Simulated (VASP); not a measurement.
# InAs (Fm-3m) in VASP: notebook

Aim: see how the results for InAs move with the level of theory and the settings. Levels: HSE06, PBEsol. Tasks: single point.

Everything below comes from runs of VASP 6.6.1. Logs are shortened: lines on timing, memory, paths and dates and some standing lists are left out, and cuts for length are marked.

## 1. The cell of the first run

It takes space group Fm-3m (No. 225, cubic). The conventional cell has a = 5.830 Å, b = 5.830 Å, c = 5.830 Å, α = 90.00°, β = 90.00°, γ = 90.00°. In (site symmetry m-3m) has 6 As at 2.92 Å within 3.8 Å. As (site symmetry m-3m) has 6 In at 2.92 Å within 3.8 Å.

## 2. Single point, HSE06

Input file POSCAR:

```
InAs
1.0
    0.0000000000      2.9151676052      2.9151676052
    2.9151676052      0.0000000000      2.9151676052
    2.9151676052      2.9151676052      0.0000000000
In As
1 1
Direct
    0.5000000000      0.5000000000      0.5000000000
    0.0000000000      0.0000000000      0.0000000000
```

Input file INCAR.step1:

```
ALGO     = Normal         # electronic algorithm
EDIFF    = 1E-5           # SCF threshold, eV
ENCUT    = 520            # plane-wave cutoff, eV
GGA      = PE             # functional
ISIF     = 2              # what is computed and relaxed
ISMEAR   = -1             # smearing method
LASPH    = T              # aspherical terms in the spheres
LCHARG   = F              # write CHGCAR
LREAL    = F              # projectors in reciprocal space
LWAVE    = T              # write WAVECAR
NBANDS   = 16             # bands
NELM     = 80             # most SCF steps
PREC     = Accurate       # precision mode
SIGMA    = 0.05           # smearing width, eV
```

Input file INCAR.step2:

```
ALGO     = Normal         # electronic algorithm
EDIFF    = 1E-7           # SCF threshold, eV
ENCUT    = 520            # plane-wave cutoff, eV
GGA      = PE             # functional
HFSCREEN = 0.2079         # screening, 1/A
ISIF     = 2              # what is computed and relaxed
ISMEAR   = -1             # smearing method
ISTART   = 1            
LASPH    = T              # aspherical terms in the spheres
LCHARG   = F              # write CHGCAR
LHFCALC  = T              # exact exchange
LREAL    = F              # projectors in reciprocal space
LWAVE    = F              # write WAVECAR
NBANDS   = 16             # bands
NELM     = 80             # most SCF steps
PREC     = Accurate       # precision mode
PRECFOCK = Normal       
SIGMA    = 0.05           # smearing width, eV
```

Input file KPOINTS:

```
k-points
0
Gamma
  6 6 6
```

Potentials or basis: VASP PAW PBE potentials, release 64 (In_d, As).

Command:

```bash
> cat potpaw_PBE.64/In_d/POTCAR potpaw_PBE.64/As/POTCAR > POTCAR
> cp INCAR.step1 INCAR
> mpirun -np 1 vasp_std > vasp.out
> cp INCAR.step2 INCAR
> mpirun -np 1 vasp_std > vasp.out
```

OUTCAR:

```text
EDIFF = 1E-7
   ENCUT = 520
   GGA = PE
   HFSCREEN = 0.2079
   ISIF = 2
   ISMEAR = -1
   ISTART = 1
   LASPH = T
   LHFCALC = T
   LREAL = F
   NELM = 80
   PREC = Accurate
   PRECFOCK = Normal

 ion  position               nearest neighbor table
   1  0.500  0.500  0.500-   2 2.92   2 2.92   2 2.92   2 2.92   2 2.92   2 2.92
   2  0.000  0.000  0.000-   1 2.92   1 2.92   1 2.92   1 2.92   1 2.92   1 2.92

  LATTYP: Found a face centered cubic cell.
 ALAT       =     5.8303352104

  Lattice vectors:

 A1 = (   0.0000000000,   2.9151676052,   2.9151676052)
 A2 = (   2.9151676052,   0.0000000000,   2.9151676052)
 A3 = (   2.9151676052,   2.9151676052,   0.0000000000)

Analysis of symmetry for initial positions (statically):
=====================================================================
 Subroutine PRICEL returns:
 Original cell was already a primitive cell.

 Routine SETGRP: Setting up the symmetry group for a
 face centered cubic supercell.

 Subroutine GETGRP returns: Found 48 space group operations
 (whereof 48 operations were pure point group operations)
 out of a pool of 48 trial point group operations.

The static configuration has the point symmetry O_h .

Analysis of symmetry for dynamics (positions and initial velocities):
=====================================================================
 Subroutine PRICEL returns:
 Original cell was already a primitive cell.

 Routine SETGRP: Setting up the symmetry group for a
 face centered cubic supercell.

 Subroutine GETGRP returns: Found 48 space group operations
 (whereof 48 operations were pure point group operations)
 out of a pool of 48 trial point group operations.

The dynamic configuration has the point symmetry O_h .

 Subroutine INISYM returns: Found 48 space group operations
 (whereof 48 operations are pure point group operations),
 and found     1 'primitive' translations

----------------------------------------------------------------------------------------

                                     Primitive cell
[... 81 lines left out ...]
   NELM   =     80;   NELMIN=  2; NELMDL=  0     # of ELM steps
   EDIFF  = 0.1E-06   stopping-criterion for ELM
   LREAL  =      F    real-space projection
   EDIFFG = 0.1E-05   stopping-criterion for IOM
   NSW    =      0    number of steps for IOM
   IBRION =     -1    ionic relax: 0-MD 1-quasi-New 2-CG
   NFREE  =      0    steps in history (QN), initial steepest desc. (CG)
   ISIF   =      2    stress and relaxation
   ISYM   =      3    0-nonsym 1-usesym 2-fastsym
   POTIM  = 0.5000    time-step for ionic-motion
   TEBEG  =    0.0;   TEEND  =   0.0 temperature during run
   PSTRESS=    0.0 pullay stress
   NELECT =      18.0000    total number of electrons
   NUPDOWN=      -1.0000    fix difference up-down
   EMIN   =  10.00;   EMAX   =-10.00  energy-range for DOS
   EFERMI =   0.00;   METHOD = LEGACY
   ISMEAR =    -1;   SIGMA  =   0.05  broadening in eV -4-tet -1-fermi 0-gaus
   EFERMI_NEDOS =   21; number of points for ismear=-14 and -15
   IALGO  =     38    algorithm
   IMIX   =      1    mixing-type and parameters
     AMIX     =   0.40;   BMIX     =  1.00
     AMIX_MAG =   1.60;   BMIX_MAG =  1.00
  volume/ion in A,a.u.               =      24.77       167.18
  Fermi-wavevector in a.u.,A,eV,Ry     =   1.168133  2.207451 18.565609  1.364534
  Thomas-Fermi vector in A             =   2.304623
   LORBIT       =      0    0 simple, 1 ext, 2 COOP (PROOUT), +10 PAW based schemes
   GGA     = PE    functional components
   LHFCALC =     T    Hartree Fock is set to
   PRECFOCK=normal    Normal, Fast or Accurate (Low or Medium for compatibility)
   ENCUT4O =  -1.0   cutoff for four orbital integrals eV
   NKREDX  =     1    reduce k-point grid by
   NKREDY  =     1    reduce k-point grid by
   NKREDZ  =     1    reduce k-point grid by
   AEXX    =    0.2500 exact exchange contribution
   HFSCREEN=    0.2079 screening length (either q_TF or 0.3 A-1)
   HFSCREENC=   0.2079 screening length for correlation (either q_TF or 0.3 A-1)
   ENCUTFOCK=  -1.0 apply spherical cutoff to Coloumb kernel
   IVDW    =     0    specifies the selected vdW correction
   LEPSILON=     F    determine dielectric tensor
   LRPA    =     F    only Hartree local field effects (RPA)
 non-spin polarized calculation
  energy-cutoff  :      520.00
  volume of cell :       49.55
 maximum number of plane-waves:      1363
 NGX is ok and might be reduce to    32
  NGX = 24; NGY = 24; NGZ = 24

 number of electron      17.9999999 magnetization

 Free energy of the ion-electron system (eV)
  ---------------------------------------------------
  ext. energy  EPLUGINS =         0.00000000
  ---------------------------------------------------
  free energy    TOTEN  =        -8.63239157 eV

  energy without entropy =       -8.61907412  energy(sigma->0) =       -8.62573285

 E-fermi :   5.2650     XC(G=0):  -8.2469

 val. band max:        5.2596724324   @ k =   0.3333   0.0000   0.0000
 cond. band min:       5.4071205354   @ k =   0.5000   0.0000   0.0000
 fundamental gap:      0.1474481031
 Fermi energy:         5.2649772319

 k-point     1 :       0.0000    0.0000    0.0000
  band No.  band energies     occupation
      1     -10.9518      2.00000
      2     -10.9518      2.00000
      3     -10.9283      2.00000
      4     -10.9283      2.00000
      5     -10.9283      2.00000
      6      -7.9473      2.00000
[... 281 lines left out ...]
      3     -10.9365      2.00000
      4     -10.8877      2.00000
      5     -10.8614      2.00000
      6      -5.3447      2.00000
[... 8 lines left out ...]
     15      17.6256      0.00000
     16      20.1193      0.00000

------------------------ aborting loop because EDIFF is reached ----------------------------------------

  FORCE on cell =-STRESS in cart. coord.  units (eV):
  Direction    XX          YY          ZZ          XY          YZ          ZX
  --------------------------------------------------------------------------------------
  -------------------------------------------------------------------------------------
  Total       -1.4483250     -1.4483250     -1.4483250      0.0000000     -0.0000000      0.0000000
  in kB      -46.8334372    -46.8334372    -46.8334372      0.0000000     -0.0000000      0.0000000
  external PRESSURE =     -46.8334372 kB  Pullay stress =       0.0000000 kB

 VOLUME and BASIS-vectors are now :
 -----------------------------------------------------------------------------
  energy-cutoff  :      520.00
  volume of cell :       49.55
      direct lattice vectors                 reciprocal lattice vectors
     0.000000000  2.915167605  2.915167605    -0.171516725  0.171516725  0.171516725
     2.915167605  0.000000000  2.915167605     0.171516725 -0.171516725  0.171516725
     2.915167605  2.915167605  0.000000000     0.171516725  0.171516725 -0.171516725

 POSITION                                       TOTAL-FORCE (eV/Angst)
 -----------------------------------------------------------------------------------
      2.91517      2.91517      2.91517        -0.000000     -0.000000     -0.000000
      0.00000      0.00000      0.00000         0.000000      0.000000      0.000000
 -----------------------------------------------------------------------------------
    total drift:                                0.000000      0.000000      0.000000

  FREE ENERGIE OF THE ION-ELECTRON SYSTEM (eV)
  ---------------------------------------------------
  free  energy   TOTEN  =        -8.6323915731 eV

  energy  without entropy=       -8.6190741232  energy(sigma->0) =       -8.62573285
```

OUTCAR.step1:

```text
EDIFF = 1E-5
   ENCUT = 520
   GGA = PE
   ISIF = 2
   ISMEAR = -1
[... 514 lines left out ...]
 -----------------------------------------------------------------------------------
      2.91517      2.91517      2.91517         0.000000      0.000000      0.000000
      0.00000      0.00000      0.00000        -0.000000     -0.000000     -0.000000
 -----------------------------------------------------------------------------------
    total drift:                               -0.000000     -0.000000      0.000000

  FREE ENERGIE OF THE ION-ELECTRON SYSTEM (eV)
  ---------------------------------------------------
  free  energy   TOTEN  =        -7.3382484369 eV

  energy  without entropy=       -7.3245162022  energy(sigma->0) =       -7.33138232
```

OSZICAR.step1:

```text
N       E                     dE             d eps       ncg     rms          rms(c)
DAV:   1     0.102843024214E+03    0.10284E+03   -0.87125E+03   520   0.129E+03
DAV:   2    -0.113356051480E+01   -0.10398E+03   -0.10017E+03   544   0.295E+02
DAV:   3    -0.736278563018E+01   -0.62292E+01   -0.61881E+01   696   0.692E+01
DAV:   4    -0.749297126912E+01   -0.13019E+00   -0.13006E+00   608   0.106E+01
DAV:   5    -0.749822623290E+01   -0.52550E-02   -0.52549E-02   784   0.196E+00    0.332E+00
DAV:   6    -0.734717823025E+01    0.15105E+00   -0.25229E-01   728   0.811E+00    0.179E+00
DAV:   7    -0.733770890430E+01    0.94693E-02   -0.60608E-02   784   0.237E+00    0.546E-01
DAV:   8    -0.733809337803E+01   -0.38447E-03   -0.52189E-03   648   0.939E-01    0.114E-01
DAV:   9    -0.733825077738E+01   -0.15740E-03   -0.48910E-04   688   0.278E-01    0.700E-02
DAV:  10    -0.733824843686E+01    0.23405E-05   -0.23397E-05   576   0.424E-02
   1 F= -.73382484E+01 E0= -.73313823E+01  d E =-.137322E-01
```

It took 51 min on 1 thread of Intel Xeon Platinum 8375C at 2.90GHz (Ice Lake), shared host; peak memory 0.31 GiB.

Results:

- Free energy: -8.6324 eV
- Pressure: -4.7 GPa
- Band gap on the k mesh: zero (bands 9 and 10 overlap by 2.76 eV)

Levels at points of the mesh, in eV from the Fermi level:
```tsv
k point	band 7	band 8	band 9	band 10	band 11	band 12
(0.00, 0.00, 0.00)	-0.55	-0.24	-0.24	-0.24	7.74	7.74
(0.50, 0.00, 0.00)	-7.03	0.14	0.14	2.56	3.76	3.76
(0.50, 0.50, 0.00)	-5.03	-2.96	-2.40	-2.40	4.36	9.93
```

Caveat: the cell stands under tension; the PAW data sets were made with another functional, which shifts forces and pressure a little; spin-orbit coupling is left out, which moves the levels of the heavy elements.

## 3. Single point, PBEsol

This run uses another cell than the first one, of 25.25 Å³/atom.

Input file INCAR:

```
SYSTEM = InAs
ALGO = Normal
EDIFF = 1E-7
ENCUT = 520
GGA = PS
ISIF = 2
ISMEAR = -1
LASPH = .TRUE.
LCHARG = .TRUE.
LELF = .TRUE.
LREAL = .FALSE.
LVHAR = .TRUE.
LWAVE = .FALSE.
NBANDS = 16
NELM = 80
PREC = Accurate
SIGMA = 0.05
```

Input file KPOINTS:

```
k-points
0
G
  8 8 8
  0 0 0
```

Input file POSCAR:

```
InAs
1.0
    0.0000000000      2.9337360524      2.9337360524
    2.9337360524      0.0000000000      2.9337360524
    2.9337360524      2.9337360524      0.0000000000
In As
1 1
Direct
    0.5000000000      0.5000000000      0.5000000000
    0.0000000000      0.0000000000      0.0000000000
```

Potentials or basis: VASP PAW PBE potentials, release 64 (In_d, As).

Command:

```bash
> cat potpaw_PBE.64/In_d/POTCAR potpaw_PBE.64/As/POTCAR > POTCAR
> mpirun -np 1 vasp_std > vasp.out
```

Run time: 21 s. Hardware: 1 thread of AMD EPYC 7R13 (Zen 3), shared host; peak memory 0.16 GiB.

Results (log left out):

```
Free energy            : -8.1053 eV
Pressure               : -6.0 GPa
Band gap on the k mesh : zero (bands 9 and 10 overlap by 2.39 eV)
```

Levels at points of the mesh, in eV from the Fermi level:
| k point | band 6 | band 7 | band 8 | band 9 | band 10 | band 11 | band 12 | band 13 |
| --- | --- | --- | --- | --- | --- | --- | --- | --- |
| (0.00, 0.00, 0.00) | -11.75 | -1.09 | -0.17 | -0.17 | -0.17 | 7.09 | 7.09 | 7.09 |
| (0.50, 0.00, 0.00) | -10.25 | -6.24 | 0.17 | 0.17 | 2.00 | 3.22 | 3.22 | 3.99 |
| (0.50, 0.50, 0.00) | -9.51 | -4.39 | -3.01 | -2.06 | -2.06 | 3.89 | 8.68 | 8.68 |

Caveat: the cell stands under tension; the PAW data sets were made with another functional, which shifts forces and pressure a little; spin-orbit coupling is left out, which moves the levels of the heavy elements.
